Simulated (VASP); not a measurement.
Wanted: the native input for a VASP 6.6.1 run.

```yaml
Task: single point
Functional: r2SCAN
Potentials_or_basis: VASP PAW PBE potentials, release 64 (Se)
Cutoff: 520 eV
k_mesh: 9 × 9 × 6
Occupations: gaussian, width 0.02 eV
Spin: no spin polarisation
Dipole_correction: no
Further_INCAR_settings: ALGO = Normal; EDIFF = 1e-07; NBANDS = 16
```

The system is Se.

```
Se
1.0
     4.40695    0.00000    0.00000
    -2.20347    3.81653    0.00000
     0.00000    0.00000    4.89627
Se
3
Direct
  0.22552 0.00000 0.16667
  0.00000 0.22552 0.83333
  0.77448 0.77448 0.50000
```

These files were run (other wordings do the same):

POSCAR

```
Se
1.0
    4.4069485659      0.0000000000      0.0000000000
   -2.2034742829      3.8165294112      0.0000000000
    0.0000000000      0.0000000000      4.8962685099
Se
3
Direct
    0.2255243060      0.0000000000      0.1666666667
    0.0000000000      0.2255243060      0.8333333333
    0.7744756940      0.7744756940      0.5000000000
```

INCAR.step1

```
ALGO = Normal
EDIFF = 1E-4
ENCUT = 520
GGA = PE
ISMEAR = 0
LASPH = T
LCHARG = F
LREAL = F
LWAVE = T
NBANDS = 16
NELM = 100
PREC = Accurate
SIGMA = 0.02
```

INCAR.step2

```
ALGO = Normal
EDIFF = 1E-7
ENCUT = 520
ISIF = 2
ISMEAR = 0
ISTART = 1
LASPH = T
LCHARG = T
LELF = T
LMIXTAU = T
LREAL = F
LVHAR = T
LWAVE = F
METAGGA = R2SCAN
NBANDS = 16
NELM = 100
PREC = Accurate
SIGMA = 0.02
```

KPOINTS

```
k-points
0
Gamma
  9 9 6
```

Potentials or basis: VASP PAW PBE potentials, release 64 (Se).

Run with:

```console
$ cat potpaw_PBE.64/Se/POTCAR > POTCAR
$ cp INCAR.step1 INCAR
$ mpirun -np 1 vasp_std > vasp.out
$ cp INCAR.step2 INCAR
$ mpirun -np 1 vasp_std > vasp.out
```

Results of the run:

| Property | Result |
| --- | --- |
| Pressure | 1.3 GPa |
| Largest force | 0.004 eV/Å |
| Band gap on the k mesh | 1.39 eV, indirect (least direct gap 1.69 eV) |

Caveat: the PAW data sets were made with another functional, which shifts forces and pressure a little.

Wall time 3.2 min on 1 thread of Intel(R) Xeon(R) Platinum 8488C (Sapphire Rapids), on a shared host, peak memory 0.24 GiB.
